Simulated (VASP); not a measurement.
Ni:

```
Ni
1.0
     0.00000    3.52387    3.52387
     1.76194    0.00000    1.76194
     1.76194    1.76194    0.00000
Ni
2
Cartesian
  0.0000 0.0000 0.0000
  0.0000 1.7619 1.7619
```

Base run:

- Program: VASP 6.6.1
- Functional: LDA
- Potentials or basis: VASP PAW LDA potentials, release 64 (Ni)
- Cutoff: 520 eV
- k mesh: 8 × 16 × 16
- Occupations: gaussian, width 0.05 eV
- Spin: no spin polarisation

Its results: pressure -18.8 GPa.

Q: The run is repeated on the same cell with these changes: spin from no spin polarisation to collinear spin, ferromagnetic start; further incar settings from ALGO = Normal; EDIFF = 1e-07; NBANDS = 17 to ALGO = Normal; EDIFF = 1e-07; NBANDS = 21. What comes out?

A: Pressure -18.1 GPa; net moment 1.15 μB per cell; site moments Ni +0.58 μB.

Caveats: the cell stands under tension.
